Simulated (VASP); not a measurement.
A run of VASP 6.6.1:

Contents of INCAR:

```
SYSTEM = ZrNbSe3
PREC = Accurate
ENCUT = 520
EDIFF = 1E-6
ISMEAR = 0
SIGMA = 0.1
LREAL = .FALSE.
LASPH = .TRUE.
NELM = 60
ALGO = Normal
ISIF = 2
LWAVE = .FALSE.
LCHARG = .FALSE.
GGA = PE
NBANDS = 54
```

Contents of KPOINTS:

```
Automatic mesh
0
G
  4 4 4
  0 0 0
```

POSCAR

```
ZrNbSe3
1.0
    5.8119573012      0.0000000000      0.0000000000
    0.0000000000      5.8119573012      0.0000000000
    0.0000000000      0.0000000000      6.7805364172
Zr Nb Se
2 2 6
Direct
    0.5000000000      0.5000000000      0.0000000000
    0.0000000000      0.0000000000      0.0000000000
    0.5000000000      0.0000000000      0.3016400541
    0.0000000000      0.5000000000      0.6983599459
    0.2500000000      0.2500000000      0.5000000000
    0.2500000000      0.7500000000      0.5000000000
    0.7500000000      0.7500000000      0.5000000000
    0.7500000000      0.2500000000      0.5000000000
    0.5000000000      0.0000000000      0.9233616300
    0.0000000000      0.5000000000      0.0766383700
```

Potentials or basis: VASP PAW PBE potentials, release 64 (Zr_sv, Nb_sv, Se).

Run with:

```console
$ cat potpaw_PBE.64/Zr_sv/POTCAR potpaw_PBE.64/Nb_sv/POTCAR potpaw_PBE.64/Se/POTCAR > POTCAR
$ mpirun -np 1 vasp_std > vasp.out
```

Hardware: 1 thread of Intel(R) Xeon(R) 6975P-C (Granite Rapids), on a shared host.

Q: Estimate the wall time of this run.

A: Run time: 2.8 min on 1 thread of Intel(R) Xeon(R) 6975P-C (Granite Rapids), with other jobs on the host, peak memory 0.46 GiB. Counts: scf iterations 16, k points 18.
